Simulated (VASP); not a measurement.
# CoO (P6_3mc) in VASP: further runs, part 2 of 2

VASP 6.6.1.

**3. Single point, PBE, collinear spin, antiferromagnetic start**

INCAR reads:

```
SYSTEM = CoO
PREC = Accurate
ENCUT = 520
EDIFF = 1E-6
ISMEAR = 0
SIGMA = 0.01
LREAL = .False.
LASPH = .True.
NELM = 150
ALGO = Normal
ISIF = 2
LWAVE = .False.
LCHARG = .False.
ISPIN = 2
MAGMOM = -2.32 2.32 0.17 -0.17
LORBIT = 11
LMAXMIX = 4
GGA = PE
NBANDS = 27
```

KPOINTS reads:

```
regular mesh
0
Gamma
  12 12 8
  0 0 0
```

POSCAR reads:

```
CoO
1.0
    3.1673863641      0.0000000000      0.0000000000
   -1.5836931820      2.7430370549      0.0000000000
    0.0000000000      0.0000000000      5.2885020588
Co O
2 2
Direct
    0.0000000000      0.0000000000      0.0071360793
    0.3333333333      0.6666666667      0.5071361011
    0.0000000000      0.0000000000      0.3678642994
    0.3333333333      0.6666666667      0.8678645202
```

Potentials or basis: VASP PAW PBE potentials, release 64 (Co, O).

Launch:

```sh
$ cat potpaw_PBE.64/Co/POTCAR potpaw_PBE.64/O/POTCAR > POTCAR
$ mpirun -np 1 vasp_std > vasp.out
```

OUTCAR:

```text
SYSTEM = CoO
   PREC = Accurate
   ENCUT = 520
   EDIFF = 1E-6
   ISMEAR = 0
   LREAL = .False.
   LASPH = .True.
   NELM = 150
   ISIF = 2
   ISPIN = 2
   LORBIT = 11
   GGA = PE

 ion  position               nearest neighbor table
   1  0.000  0.000  0.007-   3 1.91   4 1.97   4 1.97   4 1.97
   2  0.333  0.667  0.507-   4 1.91   3 1.97   3 1.97   3 1.97
   3  0.000  0.000  0.368-   1 1.91   2 1.97   2 1.97   2 1.97
   4  0.333  0.667  0.868-   2 1.91   1 1.97   1 1.97   1 1.97

  LATTYP: Found a hexagonal cell.
 ALAT       =     3.1673863641
 C/A-ratio  =     1.6696738102

  Lattice vectors:

 A1 = (   3.1673863641,   0.0000000000,   0.0000000000)
 A2 = (  -1.5836931820,   2.7430370549,   0.0000000000)
 A3 = (   0.0000000000,   0.0000000000,   5.2885020588)

Analysis of symmetry for initial positions (statically):
=====================================================================
 Subroutine PRICEL returns:
 Original cell was already a primitive cell.

 Routine SETGRP: Setting up the symmetry group for a
[... 1648 lines left out ...]
  Direction    XX          YY          ZZ          XY          YZ          ZX
  --------------------------------------------------------------------------------------
  -------------------------------------------------------------------------------------
  Total       -0.0246577     -0.0246577     -0.0475543     -0.0000000     -0.0000000      0.0000000
  in kB       -0.8597991     -0.8597991     -1.6581939     -0.0000000     -0.0000000      0.0000000
  external PRESSURE =      -1.1259307 kB  Pullay stress =       0.0000000 kB

 VOLUME and BASIS-vectors are now :
 -----------------------------------------------------------------------------
  energy-cutoff  :      520.00
  volume of cell :       45.95
      direct lattice vectors                 reciprocal lattice vectors
     3.167386364  0.000000000  0.000000000     0.315717720  0.182279710  0.000000000
    -1.583693182  2.743037055  0.000000000     0.000000000  0.364559421  0.000000000
     0.000000000  0.000000000  5.288502059     0.000000000  0.000000000  0.189089460

 POSITION                                       TOTAL-FORCE (eV/Angst)
 -----------------------------------------------------------------------------------
      0.00000      0.00000      0.03774         0.000000     -0.000000     -0.004607
     -0.00000      1.82869      2.68199        -0.000000      0.000000     -0.004607
      0.00000      0.00000      1.94545        -0.000000      0.000000      0.004607
     -0.00000      1.82869      4.58970        -0.000000     -0.000000      0.004607
 -----------------------------------------------------------------------------------
    total drift:                                0.000000      0.000000      0.000481

  FREE ENERGIE OF THE ION-ELECTRON SYSTEM (eV)
  ---------------------------------------------------
  free  energy   TOTEN  =       -26.7885369331 eV

  energy  without entropy=      -26.7885369331  energy(sigma->0) =      -26.78853693

 total charge

# of ion       s       p       d       tot
------------------------------------------
    1        0.347   0.435   7.222   8.003
    2        0.347   0.435   7.222   8.003
    3        1.552   3.440   0.000   4.993
    4        1.552   3.440   0.000   4.993
--------------------------------------------------
tot          3.798   7.750  14.443  25.991

 magnetization (x)

# of ion       s       p       d       tot
------------------------------------------
    1       -0.008  -0.042  -2.229  -2.279
    2        0.008   0.042   2.229   2.279
    3        0.011   0.144   0.000   0.155
    4       -0.011  -0.144   0.000  -0.155
--------------------------------------------------
tot          0.000   0.000  -0.000  -0.000
```

OSZICAR:

```text
N       E                     dE             d eps       ncg     rms          rms(c)
DAV:   1     0.251268468581E+03    0.25127E+03   -0.13480E+04 10340   0.130E+03
DAV:   2    -0.453071194120E+01   -0.25580E+03   -0.22862E+03 10587   0.311E+02
DAV:   3    -0.315930662768E+02   -0.27062E+02   -0.25666E+02 11350   0.115E+02
DAV:   4    -0.322130826776E+02   -0.62002E+00   -0.61730E+00 11445   0.180E+01
DAV:   5    -0.322326962673E+02   -0.19614E-01   -0.19610E-01 13834   0.301E+00    0.238E+01
DAV:   6    -0.318682939949E+02    0.36440E+00   -0.39993E+01 13697   0.979E+01    0.331E+01
DAV:   7    -0.265598977519E+02    0.53084E+01   -0.21426E+01 11580   0.915E+01    0.106E+01
DAV:   8    -0.268396097299E+02   -0.27971E+00   -0.25386E+00 12656   0.117E+01    0.614E+00
DAV:   9    -0.267457029038E+02    0.93907E-01   -0.43860E-01 14710   0.889E+00    0.180E+00
DAV:  10    -0.267949956688E+02   -0.49293E-01   -0.17363E-01 13646   0.441E+00    0.911E-01
DAV:  11    -0.267880537691E+02    0.69419E-02   -0.19341E-02 13868   0.155E+00    0.332E-01
DAV:  12    -0.267884593959E+02   -0.40563E-03   -0.49213E-03 12741   0.599E-01    0.105E-01
DAV:  13    -0.267884819725E+02   -0.22577E-04   -0.31265E-04 13126   0.191E-01    0.745E-02
DAV:  14    -0.267885048764E+02   -0.22904E-04   -0.66276E-05 10826   0.836E-02    0.348E-02
DAV:  15    -0.267885365001E+02   -0.31624E-04   -0.73846E-05 11992   0.759E-02    0.158E-02
DAV:  16    -0.267885369331E+02   -0.43300E-06   -0.64647E-06 11040   0.200E-02
   1 F= -.26788537E+02 E0= -.26788537E+02  d E =-.101871E-15  mag=    -0.0000
```

It took 2.3 min on 1 thread of Intel Xeon Platinum 8488C (Sapphire Rapids), shared host; peak memory 0.29 GiB.

What came out:

| Property | Result |
| --- | --- |
| Free energy | -26.7885 eV |
| Pressure | -0.1 GPa |
| Largest force | 0.005 eV/Å |
| Band gap on the k mesh | 0.14 eV (least direct gap 0.23 eV) |
| Net moment | 0.00 μB per cell |
| Site moments | Co -2.28, +2.28; O +0.15, -0.15 μB |
| Valence electrons inside the program's atomic spheres | Co 8.00; O 4.99 |

Forces on the atoms (eV/Å):
```
Co   0.000  0.000 -0.005
Co   0.000  0.000 -0.005
O    0.000  0.000  0.005
O    0.000  0.000  0.005
```

Caveat: semilocal functionals underestimate gaps, and a narrow one can read as zero. A k mesh can miss the band edges.

**4. Single point, PBE, collinear spin, antiferromagnetic start**

This run uses another cell than the first one, of 11.43 Å³/atom.

INCAR reads:

```
ALGO = Normal ; EDIFF = 1E-6
ENCUT = 520 ; GGA = PE
ISIF = 2 ; ISMEAR = 0
ISPIN = 2 ; LASPH = True
LCHARG = True ; LELF = True
LMAXMIX = 4 ; LORBIT = 11
LREAL = False ; LVHAR = True
LWAVE = False ; MAGMOM = -2.32 2.32 0.16 -0.16
NBANDS = 27 ; NELM = 150
PREC = Accurate ; SIGMA = 0.01
```

KPOINTS reads:

```
k-points
0
Gamma
  12 12 8
```

POSCAR reads:

```
CoO
1.0
    3.1918318564      0.0000000000      0.0000000000
   -1.5959159282      2.7642074723      0.0000000000
    0.0000000000      0.0000000000      5.1827320008
Co O
2 2
Direct
    0.0000000149     -0.0000000149      0.0046609427
    0.3333333169      0.6666666831      0.5046609994
   -0.0000000153      0.0000000153      0.3703394317
    0.3333333502      0.6666666498      0.8703396261
```

Launch:

```sh
$ cat potpaw_PBE.64/Co/POTCAR potpaw_PBE.64/O/POTCAR > POTCAR
$ mpirun -np 1 vasp_std > vasp.out
```

It took 4.8 min on 1 thread of Oxide Virtual Turin-like, shared host; peak memory 0.26 GiB.

Results (log left out):

```yaml
Free_energy: -26.7773 eV
Pressure: 1.2 GPa
Largest_force: 0.004 eV/Å
Band_gap_on_the_k_mesh: 0.11 eV (least direct gap 0.23 eV)
Net_moment: 0.00 μB per cell
Site_moments: Co -2.28, +2.28; O +0.15, -0.15 μB
Valence_electrons_inside_the_program's_atomic_spheres: Co 8.02; O 5.00
```

Forces on the atoms (eV/Å):
```
Co   0.000  0.000 -0.004
Co   0.000  0.000 -0.004
O    0.000  0.000  0.004
O    0.000  0.000  0.004
```

Stress tensor (GPa, compression positive):
```
-0.09  0.00  0.00
 0.00 -0.09  0.00
 0.00  0.00  3.81
```

Levels at points of the mesh, in eV from the valence-band top:
Spin up:
```csv
k point,band 13,band 14,band 15,band 16,band 17,band 18
"(0.00, 0.00, 0.00)",-1.08,-0.07,-0.07,0.27,1.70,2.11
"(0.50, 0.00, 0.00)",-1.44,-0.37,-0.12,0.11,0.86,1.39
"(0.00, 0.00, 0.50)",-1.05,-0.03,-0.03,0.96,1.97,1.97
"(0.50, 0.00, 0.50)",-1.31,-0.44,-0.31,0.26,1.00,1.27
```
Spin down:
| k point | band 11 | band 12 | band 13 | band 14 | band 15 | band 16 | band 17 | band 18 | band 19 | band 20 |
| --- | --- | --- | --- | --- | --- | --- | --- | --- | --- | --- |
| (0.00, 0.00, 0.00) | -1.75 | -1.08 | -1.08 | -0.07 | -0.07 | 0.27 | 1.70 | 2.11 | 2.11 | 5.63 |
| (0.50, 0.00, 0.00) | -1.94 | -1.84 | -1.44 | -0.37 | -0.12 | 0.11 | 0.86 | 1.39 | 5.85 | 6.20 |
| (0.00, 0.00, 0.50) | -1.32 | -1.05 | -1.05 | -0.03 | -0.03 | 0.96 | 1.97 | 1.97 | 2.70 | 3.21 |
| (0.50, 0.00, 0.50) | -1.85 | -1.47 | -1.31 | -0.44 | -0.31 | 0.26 | 1.00 | 1.27 | 5.49 | 5.96 |

Caveat: semilocal functionals underestimate gaps, and a narrow one can read as zero. A k mesh can miss the band edges.
